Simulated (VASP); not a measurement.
C32N (a cell with a defect): single point with PBE+D3(BJ)

C32N (a cell with a defect):

```
CELL_PARAMETERS angstrom
5.67096 0.00000 -3.40266
-2.86774 -4.92985 -3.35949
-2.86774 4.92985 -3.35949
ATOMIC_POSITIONS crystal
C 0.41795 0.04053 0.54206
C 0.65712 0.78047 0.52837
C 0.89600 0.51938 0.51853
C 0.41125 0.28895 0.28906
C 0.15472 0.27962 0.53199
C 0.66647 0.04466 0.29385
C 0.91059 0.78601 0.28386
C 0.41575 0.54093 0.03903
C 0.15561 0.53129 0.27988
C 0.66619 0.29391 0.04358
C 0.93412 0.07330 0.07337
C 0.42769 0.79566 0.79394
C 0.17601 0.79594 0.04742
C 0.65825 0.53017 0.78034
C 0.91064 0.28345 0.78457
C 0.15788 0.02252 0.78230
C 0.58021 0.95369 0.45420
C 0.81688 0.69064 0.43719
C 0.06817 0.44282 0.44278
C 0.58380 0.21117 0.21060
C 0.32788 0.20325 0.45347
C 0.84066 0.97064 0.21997
C 0.07631 0.70069 0.19973
C 0.57945 0.45456 0.95276
C 0.32783 0.45395 0.20274
C 0.84014 0.21852 0.96929
C 0.09536 0.97811 0.98410
C 0.58013 0.70044 0.69956
C 0.34288 0.71360 0.96236
C 0.81861 0.44047 0.69122
C 0.07111 0.19682 0.69745
C 0.34658 0.96104 0.71206
N 0.00522 0.84071 0.79819
```

- Program: VASP 6.6.1
- Task: single point
- Functional: PBE
- Dispersion: D3(BJ)
- Potentials or basis: VASP PAW PBE potentials, release 64 (C, N)
- Cutoff: 520 eV
- k mesh: 2 × 2 × 2, shifted
- Occupations: gaussian, width 0.02 eV
- Spin: collinear spin, ferromagnetic start
- Dipole correction: no
- Further INCAR settings: LREAL = Auto; ALGO = Normal; EDIFF = 1e-07; NBANDS = 92

* Pressure: 2.6 GPa
* Largest force: 1.263 eV/Å
* Band gap on the k mesh: 0.16 eV
* Net moment: 1.00 μB per cell
* Site moments: C -0.01, -0.02, +0.02, +0.01, +0.05, +0.04, +0.03, +0.07 (each value once); N +0.33 μB
* Valence electrons inside the program's atomic spheres: C 2.66, 2.65, 2.64, 2.67, 2.60, 2.63 (each value once); N 3.68
* Dispersion energy per atom: -0.155 eV

Forces in eV/Å, atoms in the order of the input:
```
C    0.019 -0.008 -0.044
C   -0.034  0.011  0.047
C   -0.003  0.008  0.032
C    0.022  0.038  0.012
C   -0.006  0.008 -0.038
C    0.012  0.026 -0.025
C   -0.039  0.034 -0.056
C   -0.001  0.058  0.053
C    0.026  0.085 -0.047
C    0.023  0.009 -0.001
C    0.078  0.034  0.111
C   -0.057 -0.019  0.016
C    0.008  0.476 -0.855
C   -0.019  0.008 -0.007
C   -0.006  0.004 -0.023
C    0.067 -0.140  0.210
C    0.017  0.003 -0.007
C   -0.006 -0.006  0.085
C   -0.004  0.030  0.010
C    0.012  0.017  0.006
C    0.019  0.017 -0.014
C    0.018  0.042 -0.029
C    0.049  0.096 -0.330
C   -0.002  0.028  0.016
C    0.019  0.023 -0.011
C    0.046  0.031  0.043
C    0.055  0.232  0.419
C   -0.039 -0.002  0.022
C   -0.139  0.059  0.022
C   -0.017 -0.013 -0.029
C   -0.003 -0.036 -0.105
C    0.023 -0.005  0.004
N   -0.134 -1.147  0.512
```

Stress tensor (GPa, compression positive):
```
 5.98 -0.05 -0.11
-0.05 -0.36 -0.88
-0.11 -0.88  2.31
```

Levels at points of the mesh, in eV from the valence-band top:
Spin up:
```
           k point  band 63  band 64  band 65  band 66  band 67  band 68  band 69  band 70  band 71  band 72
(0.25, 0.25, 0.25)    -2.43    -2.38    -2.04    -0.88    -0.27     1.24     2.24     2.26     2.52     2.85
```
Spin down:
```csv
k point,band 62,band 63,band 64,band 65,band 66,band 67,band 68,band 69,band 70,band 71
"(0.25, 0.25, 0.25)",-2.51,-2.37,-2.34,-1.95,-0.59,0.32,1.32,2.29,2.37,2.58
```

Run time: 4.9 min on 1 thread of Intel(R) Xeon(R) Platinum 8488C (Sapphire Rapids), with other jobs on the host, peak memory 0.5 GiB.
